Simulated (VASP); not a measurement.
## Pb: single point with PBE

Pb:

```
CELL_PARAMETERS angstrom
0.00000 2.01250 2.01250
2.01250 0.00000 2.01250
2.01250 2.01250 0.00000
ATOMIC_POSITIONS crystal
Pb 0.00000 0.00000 0.00000
```

```
Program                : VASP 6.6.1
Task                   : single point
Functional             : PBE
Potentials or basis    : VASP PAW PBE potentials, release 64 (Pb_d)
Cutoff                 : 520 eV
k mesh                 : 16 × 16 × 16
Occupations            : fermi-dirac, width 0.08 eV
Spin                   : no spin polarisation
Dipole correction      : no
Further INCAR settings : ALGO = Normal; EDIFF = 1e-07; NBANDS = 13
```

The pressure is 139.9 GPa. The band gap on the k mesh is zero (band 7 reaches 26.00 eV, above the bottom of band 8 at 14.24 eV).

Levels at points of the mesh, in eV from the Fermi level:
```csv
k point,band 3,band 4,band 5,band 6,band 7,band 8,band 9,band 10,band 11,band 12
"(0.00, 0.00, 0.00)",-19.19,-18.50,-18.41,-18.41,8.35,11.39,11.39,11.39,17.50,18.12
"(0.50, 0.00, 0.00)",-19.17,-17.75,-17.75,-9.15,-8.93,7.90,8.78,8.78,15.59,15.59
"(0.50, 0.50, 0.00)",-17.79,-17.58,-17.58,-7.17,-5.94,1.88,1.88,7.87,9.29,20.69
```

It took 14 s on 1 thread of Intel(R) Xeon(R) 6975P-C (Granite Rapids), with other jobs on the host, peak memory 0.16 GiB.

Caveat: spin-orbit coupling is left out, which moves the levels of the heavy elements.
